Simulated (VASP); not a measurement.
# Pt (I4/mmm) in VASP: single point with PBE

Aim: the single point of Pt with PBE.

All numbers are computed with VASP 6.6.1; they aren't measurements. Logs are shortened: lines on timing, memory, paths and dates and some standing lists are left out, and cuts for length are marked.

## 1. The cell of the first run

Symmetry: I4/mmm, No. 139, tetragonal system. The conventional cell has a = 2.735 Å, b = 2.735 Å, c = 4.097 Å, α = 90.00°, β = 90.00°, γ = 90.00°. Pt (site symmetry 4/mmm) has 12 Pt at 2.74 to 2.82 Å within 3.6 Å.

## 2. Single point, PBE

INCAR reads:

```
ALGO = Normal ; EDIFF = 1E-6
ENCUT = 500 ; GGA = PE
GGA_COMPAT = False ; ISIF = 2
ISMEAR = 0 ; ISYM = 0
LASPH = True ; LCHARG = False
LREAL = False ; LWAVE = False
NBANDS = 17 ; NELM = 120
PREC = Accurate ; SIGMA = 0.1
```

KPOINTS reads:

```
k-points
0
Gamma
  9 9 17
```

POSCAR reads:

```
Pt
1.0
    3.8679403904      0.0000000000      0.0000000000
    0.0000000000      3.8679403904      0.0000000000
   -1.9339701952      0.0000000000      2.0482780791
Pt
2
Direct
    0.0000000000      0.0000000000      0.0000000000
    0.5000000000      0.5000000000      0.0000000000
```

Potentials or basis: VASP PAW PBE potentials, release 64 (Pt).

Started as:

```sh
cat potpaw_PBE.64/Pt/POTCAR > POTCAR
mpirun -np 1 vasp_std > vasp.out
```

OUTCAR:

```text
EDIFF = 1E-6
   ENCUT = 500
   GGA = PE
   ISIF = 2
   ISMEAR = 0
   ISYM = 0
   LASPH = True
   LREAL = False
   NELM = 120
   PREC = Accurate

 ion  position               nearest neighbor table
   1  0.000  0.000  0.000-   2 2.74   2 2.74   2 2.74   2 2.74   2 2.82   2 2.82   2 2.82   2 2.82

   2  0.500  0.500  0.000-   1 2.74   1 2.74   1 2.74   1 2.74   1 2.82   1 2.82   1 2.82   1 2.82

IMPORTANT INFORMATION: All symmetrisations will be switched off!
NOSYMM: (Re-)initialisation of all symmetry stuff for point group C_1.

----------------------------------------------------------------------------------------

                                     Primitive cell

  volume of cell :      30.6442

  direct lattice vectors                    reciprocal lattice vectors
     3.867940390  0.000000000  0.000000000     0.258535525  0.000000000  0.244107480
     0.000000000  3.867940390  0.000000000     0.000000000  0.258535525  0.000000000
    -1.933970195  0.000000000  2.048278079     0.000000000  0.000000000  0.488214960

  length of vectors
     3.867940390  3.867940390  2.817034577     0.355568671  0.258535525  0.488214960

  position of ions in fractional coordinates (direct lattice)
     0.000000000  0.000000000  0.000000000
     0.500000000  0.500000000  0.000000000

  ion indices of the primitive-cell ions
   primitive index   ion index
                 1           1
                 2           2

----------------------------------------------------------------------------------------

 KPOINTS: k-points

Automatic generation of k-mesh.
 Grid dimensions read from file:
 generate k-points for:    9    9   17

 Generating k-lattice:

  Cartesian coordinates                     Fractional coordinates (reciprocal lattice)
     0.028726169  0.000000000  0.027123053     0.111111111  0.000000000  0.000000000
     0.000000000  0.028726169  0.000000000     0.000000000  0.111111111  0.000000000
     0.000000000  0.000000000  0.028718527     0.000000000  0.000000000  0.058823529

  Length of vectors
     0.039507630  0.028726169  0.028718527

  Shift w.r.t. Gamma in fractional coordinates (k-lattice)
     0.000000000  0.000000000  0.000000000

 -----------------------------------------------------------------------------
|                                                                             |
|           W    W    AA    RRRRR   N    N  II  N    N   GGGG   !!!           |
|           W    W   A  A   R    R  NN   N  II  NN   N  G    G  !!!           |
|           W    W  A    A  R    R  N N  N  II  N N  N  G       !!!           |
|           W WW W  AAAAAA  RRRRR   N  N N  II  N  N N  G  GGG   !            |
|           WW  WW  A    A  R   R   N   NN  II  N   NN  G    G                |
|           W    W  A    A  R    R  N    N  II  N    N   GGGG   !!!           |
|                                                                             |
|     Your reciprocal lattice and k-lattice belong to different lattice       |
|     classes:                                                                |
|                                                                             |
|        The reciprocal lattice is base centered orthorhombic,                |
|        whereas your k-lattice is simple monoclinic.                         |
|                                                                             |
|     Results are often still useful ...                                      |
|                                                                             |
 -----------------------------------------------------------------------------

 WARNING: IBZKPT: internal override: KBLOWUP is changed to .FALSE.
      ... skipping the blow-up phase ...

 Subroutine IBZKPT returns following result:
 ===========================================

 Found    689 irreducible k-points:

 Following reciprocal coordinates:
            Coordinates               Weight
  0.000000  0.000000  0.000000      1.000000
  0.111111  0.000000 -0.000000      2.000000
  0.222222  0.000000 -0.000000      2.000000
  0.333333  0.000000  0.000000      2.000000
  0.444444  0.000000 -0.000000      2.000000
  0.000000  0.111111  0.000000      2.000000
[... 16 lines left out ...]
 -0.111111  0.222222  0.000000      2.000000
  0.000000  0.333333  0.000000      2.000000
 [... further k-points ...]
   k-points           NKPTS =    689   k-points in BZ     NKDIM =    689   number of bands    NBANDS=     17
   number of dos      NEDOS =    301   number of ions     NIONS =      2
   total plane-waves  NPLWV =  18816
   dimension x,y,z NGX =    28 NGY =   28 NGZ =   24
   dimension x,y,z NGXF=    56 NGYF=   56 NGZF=   48
   ions per type =               2
   NGX,Y,Z   is equivalent  to a cutoff of  12.03, 12.03, 14.16 a.u.
   NGXF,Y,Z  is equivalent  to a cutoff of  24.07, 24.07, 28.33 a.u.
 SYSTEM =  unknown system
   PREC   = accura    normal or accurate (medium, high low for compatibility)
   ISTART =      0    job   : 0-new  1-cont  2-samecut
   ICHARG =      2    charge: 1-file 2-atom 10-const
   ISPIN  =      1    spin polarized calculation?
   LNONCOLLINEAR =      F non collinear calculations
   LSORBIT =      F    spin-orbit coupling
   LASPH  =      T    aspherical Exc in radial PAW
   ENCUT  =  500.0 eV  36.75 Ry    6.06 a.u.   7.05  7.05  5.14*2*pi/ulx,y,z
   NELM   =    120;   NELMIN=  2; NELMDL= -5     # of ELM steps
   EDIFF  = 0.1E-05   stopping-criterion for ELM
   LREAL  =      F    real-space projection
   EDIFFG = 0.1E-04   stopping-criterion for IOM
   NSW    =      0    number of steps for IOM
   IBRION =     -1    ionic relax: 0-MD 1-quasi-New 2-CG
   NFREE  =      0    steps in history (QN), initial steepest desc. (CG)
   ISIF   =      2    stress and relaxation
   ISYM   =      0    0-nonsym 1-usesym 2-fastsym
   POTIM  = 0.5000    time-step for ionic-motion
   TEBEG  =    0.0;   TEEND  =   0.0 temperature during run
   PSTRESS=    0.0 pullay stress
   NELECT =      20.0000    total number of electrons
   NUPDOWN=      -1.0000    fix difference up-down
   EMIN   =  10.00;   EMAX   =-10.00  energy-range for DOS
   EFERMI =   0.00;   METHOD = LEGACY
   ISMEAR =     0;   SIGMA  =   0.10  broadening in eV -4-tet -1-fermi 0-gaus
   EFERMI_NEDOS =   21; number of points for ismear=-14 and -15
   IALGO  =     38    algorithm
   IMIX   =      4    mixing-type and parameters
     AMIX     =   0.40;   BMIX     =  1.00
     AMIX_MAG =   1.60;   BMIX_MAG =  1.00
  volume/ion in A,a.u.               =      15.32       103.40
  Fermi-wavevector in a.u.,A,eV,Ry     =   1.420045  2.683495 27.436514  2.016527
  Thomas-Fermi vector in A             =   2.541001
   LORBIT       =      0    0 simple, 1 ext, 2 COOP (PROOUT), +10 PAW based schemes
   GGA     = PE    functional components
   LHFCALC =     F    Hartree Fock is set to
   AEXX    =    0.0000 exact exchange contribution
   IVDW    =     0    specifies the selected vdW correction
   LEPSILON=     F    determine dielectric tensor
   LRPA    =     F    only Hartree local field effects (RPA)
 non-spin polarized calculation
 Gauss-broadening in eV      SIGMA  =   0.10
  energy-cutoff  :      500.00
  volume of cell :       30.64
 maximum number of plane-waves:       792
   NGX = 13   NGY = 15   NGZ = 11

 number of electron      20.0000002 magnetization

 Free energy of the ion-electron system (eV)
  ---------------------------------------------------
  ext. energy  EPLUGINS =         0.00000000
  ---------------------------------------------------
  free energy    TOTEN  =       -12.17249616 eV

  energy without entropy =      -12.15364674  energy(sigma->0) =      -12.16307145

 E-fermi :  10.9472     XC(G=0): -13.3940

 val. band max:       10.9449751567   @ k =   0.3333  -0.4444   0.0588
 cond. band min:      10.9491498438   @ k =  -0.1111  -0.2222   0.4118
 fundamental gap:      0.0041746871
 Fermi energy:        10.9472452697

 k-point     1 :       0.0000    0.0000    0.0000
  band No.  band energies     occupation
      1       0.9248      2.00000
      2       4.0890      2.00000
      3       4.5358      2.00000
      4       6.8412      2.00000
      5       7.5146      2.00000
      6       7.5178      2.00000
[... 9 lines left out ...]
     16      25.7011      0.00000
     17      29.5973      0.00000

 k-point     2 :       0.1111    0.0000   -0.0000
  band No.  band energies     occupation
      1       1.2432      2.00000
      2       4.3000      2.00000
      3       4.7415      2.00000
      4       6.8279      2.00000
      5       7.5062      2.00000
      6       7.6530      2.00000
[... 9 lines left out ...]
     16      26.1847      0.00000
     17      28.9947      0.00000

 k-point     3 :       0.2222    0.0000   -0.0000
  band No.  band energies     occupation
      1       2.1379      2.00000
      2       4.7564      2.00000
      3       5.3810      2.00000
      4       6.6645      2.00000
      5       7.6966      2.00000
      6       7.8223      2.00000
[... 9 lines left out ...]
     16      27.1865      0.00000
     17      27.3210      0.00000

 k-point     4 :       0.3333    0.0000    0.0000
  band No.  band energies     occupation
      1       3.4223      2.00000
      2       5.2831      2.00000
      3       6.1199      2.00000
      4       6.4480      2.00000
      5       7.4942      2.00000
      6       7.6035      2.00000
[... 9 lines left out ...]
     16      27.0875      0.00000
     17      27.4817      0.00000
[... 343 lines left out ...]
      1       2.6235      2.00000
      2       4.8591      2.00000
      3       5.6876      2.00000
      4       6.8530      2.00000
      5       7.3885      2.00000
      6       7.9135      2.00000
[... 9 lines left out ...]
     16      25.4298      0.00000
     17      27.3806      0.00000

 k-point    23 :      -0.1111    0.2222    0.0000
  band No.  band energies     occupation
      1       1.8780      2.00000
      2       4.5305      2.00000
      3       5.0129      2.00000
      4       6.9306      2.00000
      5       7.3608      2.00000
      6       7.8417      2.00000
[... 9 lines left out ...]
     16      26.9848      0.00000
     17      27.4772      0.00000

 k-point    24 :       0.0000    0.3333    0.0000
  band No.  band energies     occupation
      1       2.3699      2.00000
      2       4.4112      2.00000
      3       5.1535      2.00000
      4       6.6152      2.00000
      5       7.6952      2.00000
      6       8.1363      2.00000
[... 9 lines left out ...]
     16      27.8259      0.00000
     17      28.6758      0.00000

 [... further k-points ...]
[... 5 lines left out ...]
  --------------------------------------------------------------------------------------
  -------------------------------------------------------------------------------------
  Total        1.5041024      1.4858075      0.1007892      0.0000039      0.0000024      0.0081522
  in kB       78.6392814     77.6827629      5.2695832      0.0002035      0.0001245      0.4262210
  external PRESSURE =      53.8638758 kB  Pullay stress =       0.0000000 kB

 VOLUME and BASIS-vectors are now :
 -----------------------------------------------------------------------------
  energy-cutoff  :      500.00
  volume of cell :       30.64
      direct lattice vectors                 reciprocal lattice vectors
     3.867940390  0.000000000  0.000000000     0.258535525  0.000000000  0.244107480
     0.000000000  3.867940390  0.000000000     0.000000000  0.258535525  0.000000000
    -1.933970195  0.000000000  2.048278079     0.000000000  0.000000000  0.488214960

 POSITION                                       TOTAL-FORCE (eV/Angst)
 -----------------------------------------------------------------------------------
      0.00000      0.00000      0.00000        -0.000001     -0.000000     -0.000001
      1.93397      1.93397      0.00000         0.000001      0.000000      0.000001
 -----------------------------------------------------------------------------------
    total drift:                               -0.000000      0.000000     -0.000001

  FREE ENERGIE OF THE ION-ELECTRON SYSTEM (eV)
  ---------------------------------------------------
  free  energy   TOTEN  =       -12.1724961571 eV

  energy  without entropy=      -12.1536467359  energy(sigma->0) =      -12.16307145
```

Wall time 3.8 min (1 thread of AMD EPYC 7R43 (Zen 3), shared host); peak memory 0.34 GiB.

What came out:

```
Free energy            : -12.1725 eV
Pressure               : 5.4 GPa
Band gap on the k mesh : zero (bands 10 and 11 overlap by 1.93 eV)
```

Stress tensor (GPa, compression positive):
```
7.86 0.00 0.04
0.00 7.77 0.00
0.04 0.00 0.53
```

Caveat: the stress differs along the axes, from 1 to 8 GPa; spin-orbit coupling is left out, which moves the levels of the heavy elements.
